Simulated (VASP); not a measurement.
# MgBe2Te2O (P4/mmm) in VASP: a series of runs

The runs below take MgBe2Te2O through single point, with PBE.

Everything below comes from runs of VASP 6.6.1. Logs are shortened: lines on timing, memory, paths and dates and some standing lists are left out, and cuts for length are marked.

**1. The cell of the first run**

Symmetry: P4/mmm, No. 123, tetragonal system. The conventional cell has a = 4.231 Å, b = 4.231 Å, c = 5.609 Å, α = 90.00°, β = 90.00°, γ = 90.00°. Mg (site symmetry 4/mmm) has 2 O at 2.80 Å and 8 Te at 3.26 Å and 8 Be at 3.51 Å within 3.7 Å. Within 2.8 Å of Be (site symmetry mmm) lie 2 O at 2.12 Å and 4 Te at 2.60 Å. Te (site symmetry 4mm) has 2 Te at 2.57 to 3.04 Å and 4 Be at 2.60 Å and 4 Mg at 3.26 Å and 4 O at 3.36 Å within 3.4 Å. Within 2.8 Å of O (site symmetry 4/mmm) lie 4 Be at 2.12 Å.

**2. Single point, PBE**

INCAR

```
  PREC = Accurate
  ENCUT = 520
  EDIFF = 1E-7
  ISMEAR = 0
  SIGMA = 0.1
  LREAL = False
  LASPH = True
  NELM = 100
  ALGO = Normal
  ISIF = 2
  LWAVE = False
  LCHARG = True
  GGA = PE
  LELF = True
  LVHAR = True
  NBANDS = 21
```

KPOINTS

```
regular mesh
0
Gamma
  4 4 4
```

POSCAR

```
MgBe2Te2O
1.0
    4.2309887100      0.0000000000      0.0000000000
    0.0000000000      4.2309887100      0.0000000000
    0.0000000000      0.0000000000      5.6089285400
Mg Be Te O
1 2 2 1
Direct
    0.0000000000      0.0000000000      0.5000000000
    0.0000000000      0.5000000000      0.0000000000
    0.5000000000      0.0000000000      0.0000000000
    0.5000000000      0.5000000000      0.2710129900
    0.5000000000      0.5000000000      0.7289870100
    0.0000000000      0.0000000000      0.0000000000
```

Potentials or basis: VASP PAW PBE potentials, release 64 (Mg, Be, Te, O).

Launch:

```sh
$ cat potpaw_PBE.64/Mg/POTCAR potpaw_PBE.64/Be/POTCAR potpaw_PBE.64/Te/POTCAR potpaw_PBE.64/O/POTCAR > POTCAR
$ mpirun -np 1 vasp_std > vasp.out
```

OUTCAR:

```text
PREC = Accurate
   ENCUT = 520
   EDIFF = 1E-7
   ISMEAR = 0
   LREAL = False
   LASPH = True
   NELM = 100
   ISIF = 2
   GGA = PE

 ion  position               nearest neighbor table
   1  0.000  0.000  0.500-   6 2.80   6 2.80   4 3.26   5 3.26   4 3.26   5 3.26   4 3.26   5 3.26
                             4 3.26   5 3.26
   2  0.000  0.500  0.000-   6 2.12   6 2.12   4 2.60   5 2.60   4 2.60   5 2.60
   3  0.500  0.000  0.000-   6 2.12   6 2.12   4 2.60   4 2.60   5 2.60   5 2.60
   4  0.500  0.500  0.271-   5 2.57   3 2.60   2 2.60   3 2.60   2 2.60   5 3.04   1 3.26   1 3.26
                             1 3.26   1 3.26
   5  0.500  0.500  0.729-   4 2.57   3 2.60   2 2.60   3 2.60   2 2.60   4 3.04   1 3.26   1 3.26
                             1 3.26   1 3.26
   6  0.000  0.000  0.000-   2 2.12   3 2.12   2 2.12   3 2.12   1 2.80   1 2.80

  LATTYP: Found a simple tetragonal cell.
 ALAT       =     4.2309887100
 C/A-ratio  =     1.3256779737

  Lattice vectors:

 A1 = (   4.2309887100,   0.0000000000,   0.0000000000)
 A2 = (   0.0000000000,   4.2309887100,   0.0000000000)
 A3 = (   0.0000000000,   0.0000000000,   5.6089285400)

Analysis of symmetry for initial positions (statically):
=====================================================================
 Subroutine PRICEL returns:
 Original cell was already a primitive cell.

 Routine SETGRP: Setting up the symmetry group for a
 simple tetragonal supercell.

 Subroutine GETGRP returns: Found 16 space group operations
 (whereof 16 operations were pure point group operations)
 out of a pool of 16 trial point group operations.

The static configuration has the point symmetry D_4h.

Analysis of symmetry for dynamics (positions and initial velocities):
=====================================================================
 Subroutine PRICEL returns:
 Original cell was already a primitive cell.

 Routine SETGRP: Setting up the symmetry group for a
 simple tetragonal supercell.

 Subroutine GETGRP returns: Found 16 space group operations
 (whereof 16 operations were pure point group operations)
 out of a pool of 16 trial point group operations.

The dynamic configuration has the point symmetry D_4h.

 Subroutine INISYM returns: Found 16 space group operations
 (whereof 16 operations are pure point group operations),
 and found     1 'primitive' translations

----------------------------------------------------------------------------------------

                                     Primitive cell

  volume of cell :     100.4069

[... 93 lines left out ...]
   IBRION =     -1    ionic relax: 0-MD 1-quasi-New 2-CG
   NFREE  =      0    steps in history (QN), initial steepest desc. (CG)
   ISIF   =      2    stress and relaxation
   ISYM   =      2    0-nonsym 1-usesym 2-fastsym
   POTIM  = 0.5000    time-step for ionic-motion
   TEBEG  =    0.0;   TEEND  =   0.0 temperature during run
   PSTRESS=    0.0 pullay stress
   NELECT =      24.0000    total number of electrons
   NUPDOWN=      -1.0000    fix difference up-down
   EMIN   =  10.00;   EMAX   =-10.00  energy-range for DOS
   EFERMI =   0.00;   METHOD = LEGACY
   ISMEAR =     0;   SIGMA  =   0.10  broadening in eV -4-tet -1-fermi 0-gaus
   EFERMI_NEDOS =   21; number of points for ismear=-14 and -15
   IALGO  =     38    algorithm
   IMIX   =      4    mixing-type and parameters
     AMIX     =   0.40;   BMIX     =  1.00
     AMIX_MAG =   1.60;   BMIX_MAG =  1.00
  volume/ion in A,a.u.               =      16.73       112.93
  Fermi-wavevector in a.u.,A,eV,Ry     =   1.015993  1.919948 14.044501  1.032242
  Thomas-Fermi vector in A             =   2.149311
   LORBIT       =      0    0 simple, 1 ext, 2 COOP (PROOUT), +10 PAW based schemes
   GGA     = PE    functional components
   LHFCALC =     F    Hartree Fock is set to
   AEXX    =    0.0000 exact exchange contribution
   IVDW    =     0    specifies the selected vdW correction
   LEPSILON=     F    determine dielectric tensor
   LRPA    =     F    only Hartree local field effects (RPA)
 non-spin polarized calculation
 Gauss-broadening in eV      SIGMA  =   0.10
  energy-cutoff  :      520.00
  volume of cell :      100.41
 maximum number of plane-waves:      2724
 NGX is ok and might be reduce to    32
   NGX = 15   NGY = 15   NGZ = 21

 number of electron      23.9999995 magnetization

 Free energy of the ion-electron system (eV)
  ---------------------------------------------------
  ext. energy  EPLUGINS =         0.00000000
  ---------------------------------------------------
  free energy    TOTEN  =       -20.21531241 eV

  energy without entropy =      -20.19972844  energy(sigma->0) =      -20.20752043

 E-fermi :   7.6733     XC(G=0):  -9.9873

 val. band max:        7.6476771722   @ k =   0.5000   0.5000   0.5000
 cond. band min:       7.6835119202   @ k =   0.2500   0.0000   0.0000
 fundamental gap:      0.0358347481
 Fermi energy:         7.6733480891

 k-point     1 :       0.0000    0.0000    0.0000
  band No.  band energies     occupation
      1     -10.5813      2.00000
      2      -7.2632      2.00000
      3      -3.6150      2.00000
      4      -0.7844      2.00000
      5       1.3279      2.00000
      6       1.3279      2.00000
[... 421 lines left out ...]
     20      13.6523      0.00000
     21      14.3952      0.00000

------------------------ aborting loop because EDIFF is reached ----------------------------------------

  FORCE on cell =-STRESS in cart. coord.  units (eV):
  Direction    XX          YY          ZZ          XY          YZ          ZX
  --------------------------------------------------------------------------------------
  -------------------------------------------------------------------------------------
  Total       -1.6535145     -1.6535145     13.7242337      0.0000000      0.0000000     -0.0000000
  in kB      -26.3848698    -26.3848698    218.9954278      0.0000000      0.0000000     -0.0000000
  external PRESSURE =      55.4085627 kB  Pullay stress =       0.0000000 kB

 VOLUME and BASIS-vectors are now :
 -----------------------------------------------------------------------------
  energy-cutoff  :      520.00
  volume of cell :      100.41
      direct lattice vectors                 reciprocal lattice vectors
     4.230988710  0.000000000  0.000000000     0.236351375  0.000000000  0.000000000
     0.000000000  4.230988710  0.000000000     0.000000000  0.236351375  0.000000000
     0.000000000  0.000000000  5.608928540     0.000000000  0.000000000  0.178287171

 POSITION                                       TOTAL-FORCE (eV/Angst)
 -----------------------------------------------------------------------------------
      0.00000      0.00000      2.80446         0.000000     -0.000000      0.000000
      0.00000      2.11549      0.00000         0.000000     -0.000000      0.000000
      2.11549      0.00000      0.00000         0.000000     -0.000000      0.000000
      2.11549      2.11549      1.52009         0.000000      0.000000     -3.059415
      2.11549      2.11549      4.08884        -0.000000      0.000000      3.059415
      0.00000      0.00000      0.00000         0.000000     -0.000000      0.000000
 -----------------------------------------------------------------------------------
    total drift:                                0.000000     -0.000000      0.000000

  FREE ENERGIE OF THE ION-ELECTRON SYSTEM (eV)
  ---------------------------------------------------
  free  energy   TOTEN  =       -20.2153124138 eV

  energy  without entropy=      -20.1997284394  energy(sigma->0) =      -20.20752043
```

Wall time 18 s (1 thread of Intel Xeon 6975P-C (Granite Rapids), shared host); peak memory 0.22 GiB.

Results:

```
Free energy            : -20.2153 eV
Pressure               : 5.5 GPa
Largest force          : 3.059 eV/Å
Band gap on the k mesh : zero (band 12 reaches 7.83 eV, above the bottom of band 13 at 6.73 eV)
```

Forces on the atoms (eV/Å):
```
Mg   0.000  0.000  0.000
Be   0.000  0.000  0.000
Be   0.000  0.000  0.000
Te   0.000  0.000 -3.059
Te   0.000  0.000  3.059
O    0.000  0.000  0.000
```

Stress tensor (GPa, compression positive):
```
-2.64  0.00  0.00
 0.00 -2.64  0.00
 0.00  0.00 21.90
```

Levels at points of the mesh, in eV from the Fermi level:
```csv
k point,band 9,band 10,band 11,band 12,band 13,band 14,band 15,band 16
"(0.00, 0.00, 0.00)",-3.37,-1.51,-1.51,-1.50,-0.94,1.44,1.75,1.75
"(0.50, 0.00, 0.00)",-4.16,-1.92,-1.21,-1.13,0.67,1.87,1.96,3.03
"(0.50, 0.50, 0.00)",-3.80,-3.61,-3.61,-1.65,1.20,1.20,3.31,4.37
"(0.00, 0.00, 0.50)",-3.19,-2.50,-2.35,-2.35,-0.38,-0.14,0.16,1.37
"(0.50, 0.00, 0.50)",-3.87,-3.47,-2.83,-1.93,0.44,1.50,2.14,2.71
"(0.50, 0.50, 0.50)",-3.26,-2.13,-2.08,-2.08,-0.03,1.09,2.71,2.71
```

Caveat: the k points lie up to 0.37 Å⁻¹ apart; spin-orbit coupling is left out, which moves the levels of the heavy elements; forces of over 1 eV/Å act on the atoms, so gaps and moduli don't describe the material at rest.

**3. Single point, PBE**

This run uses another cell than the first one, of 16.96 Å³/atom, 1.013 times its volume.

INCAR

```
SYSTEM = MgBe2Te2O
  ALGO = Normal
  EDIFF = 1E-6
  ENCUT = 520
  GGA = PE
  ISIF = 2
  ISMEAR = 0
  LASPH = .True.
  LCHARG = .False.
  LREAL = .False.
  LWAVE = .False.
  NBANDS = 21
  NELM = 60
  PREC = Accurate
  SIGMA = 0.1
```

KPOINTS

```
k-points
0
Gamma
  4 4 4
  0 0 0
```

POSCAR

```
MgBe2Te2O
1.0
    3.6413490828      0.0000000000      0.0000000000
    0.0000000000      3.6413490828      0.0000000000
    0.0000000000      0.0000000000      7.6744991693
Mg Be Te O
1 2 2 1
Direct
    0.0000000000      0.0000000000      0.5000000000
    0.0000000000      0.5000000000      0.0000000000
    0.5000000000      0.0000000000      0.0000000000
    0.5000000000      0.5000000000      0.2684721556
    0.5000000000      0.5000000000      0.7315278444
    0.0000000000      0.0000000000      0.0000000000
```

Potentials or basis: VASP PAW PBE potentials, release 64 (Mg, Be, Te, O).

Launch:

```sh
$ cat potpaw_PBE.64/Mg/POTCAR potpaw_PBE.64/Be/POTCAR potpaw_PBE.64/Te/POTCAR potpaw_PBE.64/O/POTCAR > POTCAR
$ mpirun -np 1 vasp_std > vasp.out
```

It took 17 s on 1 thread of Intel Xeon 6975P-C (Granite Rapids), shared host; peak memory 0.23 GiB.

It converged, with:

```yaml
Free_energy: -23.7190 eV
Pressure: 0.1 GPa
Largest_force: 0.014 eV/Å
Band_gap_on_the_k_mesh: zero (band 12 reaches 7.06 eV, above the bottom of band 13 at 6.65 eV)
```

Forces on the atoms (eV/Å):
```
Mg   0.000  0.000  0.000
Be   0.000  0.000  0.000
Be   0.000  0.000  0.000
Te   0.000  0.000  0.014
Te   0.000  0.000 -0.014
O    0.000  0.000  0.000
```

Stress tensor (GPa, compression positive):
```
0.00 0.00 0.00
0.00 0.00 0.00
0.00 0.00 0.15
```

Levels at points of the mesh, in eV from the Fermi level:
| k point | band 9 | band 10 | band 11 | band 12 | band 13 | band 14 | band 15 | band 16 |
| --- | --- | --- | --- | --- | --- | --- | --- | --- |
| (0.00, 0.00, 0.00) | -0.93 | -0.93 | -0.30 | -0.30 | 0.48 | 2.28 | 2.66 | 3.11 |
| (0.50, 0.00, 0.00) | -2.73 | -1.76 | -0.87 | -0.85 | 0.55 | 2.36 | 3.52 | 3.58 |
| (0.50, 0.50, 0.00) | -4.20 | -4.01 | -4.01 | -0.46 | -0.33 | 1.88 | 1.88 | 2.24 |
| (0.00, 0.00, 0.50) | -0.94 | -0.94 | -0.36 | -0.36 | 2.40 | 2.58 | 2.61 | 3.97 |
| (0.50, 0.00, 0.50) | -3.73 | -2.20 | -0.57 | -0.03 | 0.82 | 1.23 | 3.45 | 4.25 |
| (0.50, 0.50, 0.50) | -4.00 | -3.07 | -3.07 | -2.87 | -0.14 | 0.95 | 0.95 | 1.70 |

Caveat: the k points lie up to 0.43 Å⁻¹ apart; spin-orbit coupling is left out, which moves the levels of the heavy elements.

**4. Single point, PBE**

This run uses another cell than the first one, of 17.01 Å³/atom, 1.016 times its volume.

INCAR

```
ALGO = Normal ; EDIFF = 1E-7
ENCUT = 520 ; GGA = PE
ISIF = 2 ; ISMEAR = 0
LASPH = T ; LCHARG = F
LREAL = F ; LWAVE = F
NBANDS = 21 ; NELM = 60
PREC = Accurate ; SIGMA = 0.1
```

KPOINTS

```
k-points
0
Gamma
  6 6 2
```

POSCAR

```
MgBe2Te2O
1.0
    3.6330955055      0.0000000000      0.0000000000
    0.0000000000      3.6330955055      0.0000000000
    0.0000000000      0.0000000000      7.7318184146
Mg Be Te O
1 2 2 1
Direct
    0.0000000000      0.0000000000      0.5000000000
    0.0000000000      0.5000000000      0.0000000000
    0.5000000000      0.0000000000      0.0000000000
    0.5000000000      0.5000000000      0.2661864829
    0.5000000000      0.5000000000      0.7338135171
    0.0000000000      0.0000000000      0.0000000000
```

Launch:

```sh
$ cat potpaw_PBE.64/Mg/POTCAR potpaw_PBE.64/Be/POTCAR potpaw_PBE.64/Te/POTCAR potpaw_PBE.64/O/POTCAR > POTCAR
$ mpirun -np 1 vasp_std > vasp.out
```

Run time: 19 s. Hardware: 1 thread of Intel Xeon 6975P-C (Granite Rapids), shared host; peak memory 0.23 GiB.

The run converged. Its results:

```
Free energy            : -23.7495 eV
Pressure               : -0.2 GPa
Largest force          : 0.019 eV/Å
Band gap on the k mesh : zero (band 12 reaches 7.13 eV, above the bottom of band 13 at 6.54 eV)
```

Forces on the atoms (eV/Å):
```
Mg   0.000  0.000  0.000
Be   0.000  0.000  0.000
Be   0.000  0.000  0.000
Te   0.000  0.000  0.019
Te   0.000  0.000 -0.019
O    0.000  0.000  0.000
```

Stress tensor (GPa, compression positive):
```
-0.27  0.00  0.00
 0.00 -0.27  0.00
 0.00  0.00  0.05
```

Levels at points of the mesh, in eV from the Fermi level:
```
           k point  band 9  band 10  band 11  band 12  band 13  band 14  band 15  band 16
(0.00, 0.00, 0.00)   -0.75    -0.75    -0.16    -0.16     0.47     2.44     2.87     3.25
(0.50, 0.00, 0.00)   -2.65    -1.73    -0.77    -0.71     0.70     2.39     3.63     3.68
(0.50, 0.50, 0.00)   -4.11    -3.85    -3.85    -0.32    -0.30     1.95     1.95     2.35
(0.00, 0.00, 0.50)   -0.75    -0.75    -0.22    -0.22     2.53     2.73     2.77     4.08
(0.50, 0.00, 0.50)   -3.63    -2.14    -0.44     0.17     0.86     1.32     3.56     4.38
(0.50, 0.50, 0.50)   -3.94    -2.97    -2.97    -2.69    -0.02     1.04     1.04     1.81
```

Caveat: the k points lie up to 0.41 Å⁻¹ apart; spin-orbit coupling is left out, which moves the levels of the heavy elements.

**5. Overview**

```tsv
cell	k mesh	gap on the mesh (eV)	pressure (GPa)	largest force (eV/Å)
a = 4.231, b = 4.231, c = 5.609 Å, 6 atoms	4 × 4 × 4	none	5.5	3.06
a = 3.641, b = 3.641, c = 7.674 Å, 6 atoms	4 × 4 × 4	none	0.1	0.01
a = 3.633, b = 3.633, c = 7.732 Å, 6 atoms	6 × 6 × 2	none	-0.2	0.02
```

Alike in all rows: task single point; level PBE; potentials or basis VASP PAW PBE potentials, release 64 (Mg, Be, Te, O); no spin polarisation; cutoff (eV) 520; smearing gaussian 0.1 eV.

Caveats: all runs use coarse meshes; spin-orbit coupling is left out, which moves the levels of the heavy elements; forces of over 1 eV/Å act on the atoms, so gaps and moduli don't describe the material at rest (some runs).

Total energies depend on the potentials used, so only differences within one code and one set of settings carry meaning.
